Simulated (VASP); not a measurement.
# Te2Mo (P6_3/mmc) in VASP: notebook, part 2 of 2

VASP 6.6.1. Earlier steps stand in the parts before.

### Step 3. Single point, PBE+D4

This run uses another cell than the first one, of 24.31 Å³/atom.

Input file INCAR:

```
SYSTEM = Te2Mo
PREC = Accurate
ENCUT = 520
EDIFF = 1E-6
ISMEAR = -1
SIGMA = 0.02
LREAL = .FALSE.
LASPH = .TRUE.
NELM = 60
ALGO = Normal
ISIF = 2
LWAVE = .FALSE.
LCHARG = .TRUE.
GGA = PE
IVDW = 13
LELF = .TRUE.
LVHAR = .TRUE.
NBANDS = 35
```

Input file KPOINTS:

```
regular mesh
0
G
  12 12 2
  0 0 0
```

Input file POSCAR:

```
Te2Mo
1.0
    3.5022822168      0.0000000000      0.0000000000
   -1.7511411084      3.0330653710      0.0000000000
    0.0000000000      0.0000000000     13.7285030846
Mo Te
2 4
Direct
    0.3333333333      0.6666666667      0.2500000000
    0.6666666667      0.3333333333      0.7500000000
    0.6666666667      0.3333333333      0.3822086165
    0.6666666667      0.3333333333      0.1177913835
    0.3333333333      0.6666666667      0.8822086165
    0.3333333333      0.6666666667      0.6177913835
```

Potentials or basis: VASP PAW PBE potentials, release 64 (Mo_sv, Te).

On the command line:

```console
> cat potpaw_PBE.64/Mo_sv/POTCAR potpaw_PBE.64/Te/POTCAR > POTCAR
> mpirun -np 1 vasp_std > vasp.out
```

OUTCAR:

```text
SYSTEM = Te2Mo
   PREC = Accurate
   ENCUT = 520
   EDIFF = 1E-6
   ISMEAR = -1
   LREAL = .FALSE.
   LASPH = .TRUE.
   NELM = 60
   ISIF = 2
   GGA = PE
   IVDW = 13

 ion  position               nearest neighbor table
   1  0.333  0.667  0.250-   3 2.72   4 2.72   3 2.72   4 2.72   3 2.72   4 2.72
   2  0.667  0.333  0.750-   5 2.72   6 2.72   5 2.72   6 2.72   5 2.72   6 2.72
   3  0.667  0.333  0.382-   1 2.72   1 2.72   1 2.72   4 3.63
[... 1127 lines left out ...]
  --------------------------------------------------------------------------------------
  -------------------------------------------------------------------------------------
  Total      -0.05799    -0.05799     0.07006    -0.00000     0.00000     0.00000
  in kB      -0.63715    -0.63715     0.76969    -0.00000     0.00000     0.00000
  external pressure =       -0.17 kB  Pullay stress =        0.00 kB

 VOLUME and BASIS-vectors are now :
 -----------------------------------------------------------------------------
  energy-cutoff  :      520.00
  volume of cell :      145.83
      direct lattice vectors                 reciprocal lattice vectors
     3.502282217  0.000000000  0.000000000     0.285528104  0.164849728  0.000000000
    -1.751141108  3.033065371  0.000000000     0.000000000  0.329699455  0.000000000
     0.000000000  0.000000000 13.728503085     0.000000000  0.000000000  0.072841153

 POSITION                                       TOTAL-FORCE (eV/Angst)
 -----------------------------------------------------------------------------------
     -0.00000      2.02204      3.43213        -0.000000      0.000000      0.000000
      1.75114      1.01102     10.29638         0.000000     -0.000000      0.000000
      1.75114      1.01102      5.24715        -0.000000     -0.000000      0.008297
      1.75114      1.01102      1.61710         0.000000      0.000000     -0.008297
     -0.00000      2.02204     12.11140        -0.000000     -0.000000      0.008297
     -0.00000      2.02204      8.48135         0.000000      0.000000     -0.008297
 -----------------------------------------------------------------------------------
    total drift:                               -0.000000      0.000000     -0.000000

  FREE ENERGIE OF THE ION-ELECTRON SYSTEM (eV)
  ---------------------------------------------------
  free  energy   TOTEN  =       -39.3652168901 eV

  energy  without entropy=      -39.3652168880  energy(sigma->0) =      -39.36521689
```

OSZICAR:

```text
N       E                     dE             d eps       ncg     rms          rms(c)
DAV:   1     0.393132769415E+03    0.39313E+03   -0.26998E+04  2980   0.133E+03
DAV:   2    -0.166241347439E+02   -0.40976E+03   -0.39779E+03  3288   0.320E+02
DAV:   3    -0.367263041419E+02   -0.20102E+02   -0.19566E+02  3289   0.619E+01
DAV:   4    -0.371679030067E+02   -0.44160E+00   -0.43986E+00  3107   0.905E+00
DAV:   5    -0.371777418229E+02   -0.98388E-02   -0.98368E-02  3296   0.143E+00    0.219E+01
DAV:   6    -0.363987014418E+02    0.77904E+00   -0.55500E+00  2894   0.129E+01    0.884E+00
DAV:   7    -0.363676219880E+02    0.31079E-01   -0.47893E+00  2792   0.105E+01    0.613E+00
DAV:   8    -0.359246293641E+02    0.44299E+00   -0.10103E+00  2781   0.550E+00    0.276E+00
DAV:   9    -0.359314623693E+02   -0.68330E-02   -0.19453E-01  3089   0.199E+00    0.115E+00
DAV:  10    -0.359237361799E+02    0.77262E-02   -0.32018E-02  2839   0.105E+00    0.378E-01
DAV:  11    -0.359241202690E+02   -0.38409E-03   -0.22744E-03  3191   0.231E-01    0.207E-01
DAV:  12    -0.359239976827E+02    0.12259E-03   -0.32060E-04  3079   0.886E-02    0.158E-01
DAV:  13    -0.359239536968E+02    0.43986E-04   -0.88245E-05  2877   0.488E-02    0.838E-02
DAV:  14    -0.359239489724E+02    0.47244E-05   -0.16150E-05  3151   0.187E-02    0.438E-02
DAV:  15    -0.359239459846E+02    0.29878E-05   -0.30887E-06  2178   0.955E-03    0.205E-02
DAV:  16    -0.359239452140E+02    0.77056E-06   -0.13254E-06  1495   0.632E-03
   1 F= -.39365217E+02 E0= -.39365217E+02  d E =-.203671E-08
```

Wall time 2.9 min (1 thread of AMD EPYC 7R13 (Zen 3), shared host); peak memory 0.34 GiB.

What came out:

```yaml
Free_energy: -39.3652 eV
Pressure: 0.0 GPa
Largest_force: 0.008 eV/Å
Band_gap_on_the_k_mesh: 0.66 eV (least direct gap 1.06 eV)
Dispersion_energy_per_atom: -0.574 eV
```

Forces in eV/Å, atoms in the order of the input:
```
Mo   0.000  0.000  0.000
Mo   0.000  0.000  0.000
Te   0.000  0.000  0.008
Te   0.000  0.000 -0.008
Te   0.000  0.000  0.008
Te   0.000  0.000 -0.008
```

Stress tensor (GPa, compression positive):
```
-0.06  0.00  0.00
 0.00 -0.06  0.00
 0.00  0.00  0.08
```

Levels at points of the mesh, in eV from the valence-band top:
| k point | band 24 | band 25 | band 26 | band 27 | band 28 | band 29 |
| --- | --- | --- | --- | --- | --- | --- |
| (0.00, 0.00, 0.00) | -1.02 | -0.19 | 0.00 | 2.86 | 2.86 | 3.04 |
| (0.50, 0.00, 0.00) | -1.03 | -0.66 | -0.28 | 1.25 | 1.32 | 1.40 |
| (0.00, 0.00, 0.50) | -1.05 | -0.05 | -0.05 | 2.90 | 2.90 | 2.90 |
| (0.50, 0.00, 0.50) | -1.04 | -0.48 | -0.48 | 1.28 | 1.28 | 1.62 |

Caveat: spin-orbit coupling is left out, which moves the levels of the heavy elements. A k mesh can miss the band edges.

### Step 4. Single point, PBE

This run uses another cell than the first one, of 25.67 Å³/atom.

Input file INCAR:

```
PREC = Accurate
ENCUT = 520
EDIFF = 1E-6
ISMEAR = -1
SIGMA = 0.02
LREAL = False
LASPH = True
NELM = 80
ALGO = Normal
ISIF = 2
LWAVE = False
LCHARG = False
GGA = PE
NBANDS = 35
```

Input file KPOINTS:

```
Automatic mesh
0
Gamma
  12 12 2
```

Input file POSCAR:

```
Te2Mo
1.0
    3.5421311195      0.0000000000      0.0000000000
   -1.7710655598      3.0675755330      0.0000000000
    0.0000000000      0.0000000000     14.1766720015
Mo Te
2 4
Direct
    0.3333333333      0.6666666667      0.2500000000
    0.6666666667      0.3333333333      0.7500000000
    0.6666666667      0.3333333333      0.3765845055
    0.6666666667      0.3333333333      0.1234154945
    0.3333333333      0.6666666667      0.8765845055
    0.3333333333      0.6666666667      0.6234154945
```

On the command line:

```console
> cat potpaw_PBE.64/Mo_sv/POTCAR potpaw_PBE.64/Te/POTCAR > POTCAR
> mpirun -np 1 vasp_std > vasp.out
```

It took 2.8 min on 1 thread of AMD EPYC 7R13 (Zen 3), shared host; peak memory 0.35 GiB.

It converged, with:

| Quantity | Value |
| --- | --- |
| Free energy | -36.0294 eV |
| Pressure | 1.9 GPa |
| Largest force | 0.213 eV/Å |
| Band gap on the k mesh | 0.82 eV (least direct gap 1.00 eV) |

Forces in eV/Å, atoms in the order of the input:
```
Mo   0.000  0.000  0.000
Mo   0.000  0.000  0.000
Te   0.000  0.000  0.213
Te   0.000  0.000 -0.213
Te   0.000  0.000  0.213
Te   0.000  0.000 -0.213
```

Stress tensor (GPa, compression positive):
```
1.45 0.00 0.00
0.00 1.45 0.00
0.00 0.00 2.78
```

Levels at points of the mesh, in eV from the valence-band top:
```csv
k point,band 24,band 25,band 26,band 27,band 28,band 29
"(0.00, 0.00, 0.00)",-0.96,-0.40,0.00,2.87,2.87,2.97
"(0.50, 0.00, 0.00)",-0.92,-0.61,-0.39,1.22,1.27,1.46
"(0.00, 0.00, 0.50)",-1.06,-0.10,-0.10,2.90,2.90,2.90
"(0.50, 0.00, 0.50)",-0.93,-0.50,-0.50,1.25,1.25,1.61
```

Caveat: spin-orbit coupling is left out, which moves the levels of the heavy elements; this functional lacks dispersion, which binds layers or chains, so the pressure and a relaxed spacing across them are unreliable.

### Step 5. Summary

| level | cell | k mesh | gap on the mesh (eV) | pressure (GPa) | largest force (eV/Å) |
| --- | --- | --- | --- | --- | --- |
| PBE+D3(BJ) | a = 3.498, b = 3.498, c = 13.684 Å, angles 90.0, 90.0, 120.0°, 6 atoms, atomic positions A | 6 × 6 × 2 | 0.70 | 0.0 | 0.02 |
| PBE+D4 | a = 3.502, b = 3.502, c = 13.729 Å, angles 90.0, 90.0, 120.0°, 6 atoms, atomic positions B | 12 × 12 × 2 | 0.66 | 0.0 | 0.01 |
| PBE | a = 3.542, b = 3.542, c = 14.177 Å, angles 90.0, 90.0, 120.0°, 6 atoms, atomic positions C | 12 × 12 × 2 | 0.82 | 1.9 | 0.21 |

Alike in all rows: task single point; potentials or basis VASP PAW PBE potentials, release 64 (Mo_sv, Te); no spin polarisation; cutoff (eV) 520; smearing fermi-dirac 0.02 eV.

Caveats: spin-orbit coupling is left out, which moves the levels of the heavy elements; this functional lacks dispersion, which binds layers or chains, so the pressure and a relaxed spacing across them are unreliable (at least some runs).

Absolute energies hang on the potentials; compare differences alone.
